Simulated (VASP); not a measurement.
# CsO2 (I4/mmm) in VASP: a series of runs

CsO2 is run at these levels: LDA; tasks: single point.

Program: VASP 6.6.1. These are calculated values, not measurements. Logs are shortened: lines on timing, memory, paths and dates and some standing lists are left out, and cuts for length are marked.

## 1. The cell of the first run

The structure is tetragonal, space group I4/mmm (No. 139). Conventional cell: a = 4.477 Å, b = 4.477 Å, c = 7.350 Å, α = 90.00°, β = 90.00°, γ = 90.00°. Within 4.1 Å of Cs (site symmetry 4/mmm) lie 10 O at 3.08 to 3.22 Å. Within 1.6 Å of O (site symmetry 4mm) lie 1 O at 1.19 Å.

## 2. Single point, LDA

INCAR reads:

```
ALGO = Normal ; EDIFF = 1E-6
ENCUT = 520 ; ISIF = 2
ISMEAR = -1 ; LASPH = True
LCHARG = False ; LREAL = False
LWAVE = False ; NBANDS = 18
NELM = 80 ; PREC = Accurate
SIGMA = 0.15
```

KPOINTS reads:

```
k-points
0
Gamma
  8 8 8
```

POSCAR reads:

```
CsO2
1.0
   -2.2385000000      2.2385000000      3.6750000000
    2.2385000000     -2.2385000000      3.6750000000
    2.2385000000      2.2385000000     -3.6750000000
Cs O
1 2
Direct
    0.0000000000      0.0000000000      0.0000000000
    0.4189000000      0.4189000000      0.0000000000
    0.5811000000      0.5811000000      0.0000000000
```

Potentials or basis: VASP PAW LDA potentials, release 64 (Cs_sv, O).

Started as:

```bash
cat potpaw_LDA.64/Cs_sv/POTCAR potpaw_LDA.64/O/POTCAR > POTCAR
mpirun -np 1 vasp_std > vasp.out
```

OUTCAR:

```text
EDIFF = 1E-6
   ENCUT = 520
   ISIF = 2
   ISMEAR = -1
   LASPH = True
   LREAL = False
   NELM = 80
   PREC = Accurate

 ion  position               nearest neighbor table
   1  0.000  0.000  0.000-
   2  0.419  0.419  0.000-   3 1.19
   3  0.581  0.581  0.000-   2 1.19

  LATTYP: Found a body centered tetragonal cell.
 ALAT       =     4.4770000000
 C/A-ratio  =     1.6417243690

  Lattice vectors:

 A1 = (  -2.2385000000,   2.2385000000,   3.6750000000)
 A2 = (   2.2385000000,  -2.2385000000,   3.6750000000)
 A3 = (   2.2385000000,   2.2385000000,  -3.6750000000)

Analysis of symmetry for initial positions (statically):
=====================================================================
 Subroutine PRICEL returns:
 Original cell was already a primitive cell.

 Routine SETGRP: Setting up the symmetry group for a
 body centered tetragonal supercell.

 Subroutine GETGRP returns: Found 16 space group operations
 (whereof 16 operations were pure point group operations)
 out of a pool of 16 trial point group operations.

The static configuration has the point symmetry D_4h.

Analysis of symmetry for dynamics (positions and initial velocities):
=====================================================================
 Subroutine PRICEL returns:
 Original cell was already a primitive cell.

 Routine SETGRP: Setting up the symmetry group for a
 body centered tetragonal supercell.

 Subroutine GETGRP returns: Found 16 space group operations
 (whereof 16 operations were pure point group operations)
 out of a pool of 16 trial point group operations.

The dynamic configuration has the point symmetry D_4h.

 Subroutine INISYM returns: Found 16 space group operations
 (whereof 16 operations are pure point group operations),
 and found     1 'primitive' translations

----------------------------------------------------------------------------------------

                                     Primitive cell

  volume of cell :      73.6600

  direct lattice vectors                    reciprocal lattice vectors
    -2.238500000  2.238500000  3.675000000     0.000000000  0.223363860  0.136054422
     2.238500000 -2.238500000  3.675000000     0.223363860  0.000000000  0.136054422
     2.238500000  2.238500000 -3.675000000     0.223363860  0.223363860  0.000000000

  length of vectors
[... 73 lines left out ...]
   NGXF,Y,Z  is equivalent  to a cutoff of  24.68, 24.68, 24.68 a.u.
 SYSTEM =  unknown system
   PREC   = accura    normal or accurate (medium, high low for compatibility)
   ISTART =      0    job   : 0-new  1-cont  2-samecut
   ICHARG =      2    charge: 1-file 2-atom 10-const
   ISPIN  =      1    spin polarized calculation?
   LNONCOLLINEAR =      F non collinear calculations
   LSORBIT =      F    spin-orbit coupling
   LASPH  =      T    aspherical Exc in radial PAW
   ENCUT  =  520.0 eV  38.22 Ry    6.18 a.u.   9.02  9.02  9.02*2*pi/ulx,y,z
   NELM   =     80;   NELMIN=  2; NELMDL= -5     # of ELM steps
   EDIFF  = 0.1E-05   stopping-criterion for ELM
   LREAL  =      F    real-space projection
[... 7 lines left out ...]
   TEBEG  =    0.0;   TEEND  =   0.0 temperature during run
   PSTRESS=    0.0 pullay stress
   NELECT =      21.0000    total number of electrons
   NUPDOWN=      -1.0000    fix difference up-down
   EMIN   =  10.00;   EMAX   =-10.00  energy-range for DOS
   EFERMI =   0.00;   METHOD = LEGACY
   ISMEAR =    -1;   SIGMA  =   0.15  broadening in eV -4-tet -1-fermi 0-gaus
   EFERMI_NEDOS =   21; number of points for ismear=-14 and -15
   IALGO  =     38    algorithm
   IMIX   =      4    mixing-type and parameters
     AMIX     =   0.40;   BMIX     =  1.00
     AMIX_MAG =   1.60;   BMIX_MAG =  1.00
  volume/ion in A,a.u.               =      24.55       165.69
  Fermi-wavevector in a.u.,A,eV,Ry     =   1.077467  2.036118 15.795489  1.160936
  Thomas-Fermi vector in A             =   2.213380
   LORBIT       =      0    0 simple, 1 ext, 2 COOP (PROOUT), +10 PAW based schemes
   GGA     = CA    functional components
   LHFCALC =     F    Hartree Fock is set to
   AEXX    =    0.0000 exact exchange contribution
   IVDW    =     0    specifies the selected vdW correction
   LEPSILON=     F    determine dielectric tensor
   LRPA    =     F    only Hartree local field effects (RPA)
 non-spin polarized calculation
  energy-cutoff  :      520.00
  volume of cell :       73.66
 maximum number of plane-waves:      2014
   NGX = 19   NGY = 19   NGZ = 19

 number of electron      20.9999997 magnetization

 Free energy of the ion-electron system (eV)
  ---------------------------------------------------
  ext. energy  EPLUGINS =         0.00000000
  ---------------------------------------------------
  free energy    TOTEN  =       -14.28263421 eV

  energy without entropy =      -13.99848564  energy(sigma->0) =      -14.14055993

 E-fermi :   1.2699     XC(G=0):  -8.4315

 val. band max:        1.2674485441   @ k =  -0.3750  -0.3750   0.2500
 cond. band min:       1.2744859040   @ k =   0.5000   0.5000   0.3750
 fundamental gap:      0.0070373599
 Fermi energy:         1.2699394850

 k-point     1 :       0.0000    0.0000    0.0000
  band No.  band energies     occupation
      1     -25.5930      2.00000
      2     -20.3521      2.00000
      3     -12.2654      2.00000
      4      -7.3667      2.00000
      5      -7.3667      2.00000
      6      -6.9312      2.00000
[... 481 lines left out ...]
      5      -7.6577      2.00000
      6      -7.4935      2.00000
[... 10 lines left out ...]
     17       9.6432      0.00000
     18      10.1874      0.00000

 [... further k-points ...]

------------------------ aborting loop because EDIFF is reached ----------------------------------------

  FORCE on cell =-STRESS in cart. coord.  units (eV):
  Direction    XX          YY          ZZ          XY          YZ          ZX
  --------------------------------------------------------------------------------------
  -------------------------------------------------------------------------------------
  Total       -1.5259237     -1.5259237      9.7260798      0.0000000     -0.0000000      0.0000000
  in kB      -33.1903519    -33.1903519    211.5518746      0.0000000     -0.0000000      0.0000000
  external PRESSURE =      48.3903902 kB  Pullay stress =       0.0000000 kB

 VOLUME and BASIS-vectors are now :
 -----------------------------------------------------------------------------
  energy-cutoff  :      520.00
  volume of cell :       73.66
      direct lattice vectors                 reciprocal lattice vectors
    -2.238500000  2.238500000  3.675000000     0.000000000  0.223363860  0.136054422
     2.238500000 -2.238500000  3.675000000     0.223363860  0.000000000  0.136054422
     2.238500000  2.238500000 -3.675000000     0.223363860  0.223363860  0.000000000

 POSITION                                       TOTAL-FORCE (eV/Angst)
 -----------------------------------------------------------------------------------
      0.00000      0.00000      0.00000         0.000000      0.000000      0.000000
      0.00000      0.00000      3.07892        -0.000000     -0.000000     -9.759686
      0.00000      0.00000      4.27108         0.000000      0.000000      9.759686
 -----------------------------------------------------------------------------------
    total drift:                                0.000000      0.000000     -0.000000

  FREE ENERGIE OF THE ION-ELECTRON SYSTEM (eV)
  ---------------------------------------------------
  free  energy   TOTEN  =       -14.2826342084 eV

  energy  without entropy=      -13.9984856450  energy(sigma->0) =      -14.14055993
```

stdout:

```text
POSCAR found type information on POSCAR CsO
 POSCAR found :  2 types and       3 ions
 scaLAPACK will be used
 LDA part: xc-table for (Slater(with rela. corr.)+CA(PZ))
 , standard interpolation
 POSCAR, INCAR and KPOINTS ok, starting setup
 FFT: planning ... GRIDC
 FFT: planning ... GRID_SOFT
 FFT: planning ... GRID
 WAVECAR not read
 entering main loop
```

Run time: 62 s. Hardware: 1 thread of Intel Xeon 6975P-C, shared host; peak memory 0.21 GiB.

Results:

```yaml
Free_energy: -14.2826 eV
Pressure: 4.8 GPa
Largest_force: 9.760 eV/Å
```

Forces on the atoms (eV/Å):
```
Cs   0.000  0.000  0.000
O    0.000  0.000 -9.760
O    0.000  0.000  9.760
```

Caveat: the standard files for N, O and F lose accuracy on very short bonds; spin-orbit coupling is left out, which moves the levels of the heavy elements; an odd number of electrons without spin polarisation forces a metal; a magnetic or distorted state may lie lower.

## 3. Single point, LDA

INCAR reads:

```
SYSTEM = CsO2
ALGO = Normal
EDIFF = 1E-6
ENCUT = 520
ISIF = 2
ISMEAR = -1
LASPH = .True.
LCHARG = .False.
LREAL = .False.
LWAVE = .False.
NBANDS = 18
NELM = 60
PREC = Accurate
SIGMA = 0.15
```

KPOINTS reads:

```
k-points
0
Gamma
  8 8 8
  0 0 0
```

POSCAR is that of step 2.

Potentials or basis: VASP PAW LDA potentials, release 64 (Cs_sv, O).

Started as:

```bash
cat potpaw_LDA.64/Cs_sv/POTCAR potpaw_LDA.64/O/POTCAR > POTCAR
mpirun -np 1 vasp_std > vasp.out
```

Wall time 80 s (1 thread of Intel Xeon 6975P-C, shared host); peak memory 0.21 GiB.

The run converged. Its results:

```yaml
Free_energy: -14.2826 eV
Pressure: 4.8 GPa
Largest_force: 9.760 eV/Å
```

Forces on the atoms (eV/Å):
```
Cs   0.000  0.000  0.000
O    0.000  0.000 -9.760
O    0.000  0.000  9.760
```

Stress tensor (GPa, compression positive):
```
-3.32  0.00  0.00
 0.00 -3.32  0.00
 0.00  0.00 21.16
```

Levels at points of the mesh, in eV from the Fermi level:
```tsv
k point	band 8	band 9	band 10	band 11	band 12	band 13	band 14	band 15
(0.00, 0.00, 0.00)	-6.84	-6.84	-0.43	-0.43	2.54	3.91	5.61	6.17
(0.50, 0.00, 0.00)	-7.46	-6.84	-0.16	-0.08	3.09	5.04	6.10	6.29
(0.50, 0.50, 0.00)	-6.62	-6.48	-0.94	0.01	4.54	5.10	6.10	7.28
(0.50, 0.50, 0.50)	-6.69	-6.69	0.07	0.07	2.66	4.24	5.41	7.12
```

Caveat: the standard files for N, O and F lose accuracy on very short bonds; spin-orbit coupling is left out, which moves the levels of the heavy elements; an odd number of electrons without spin polarisation forces a metal; a magnetic or distorted state may lie lower.
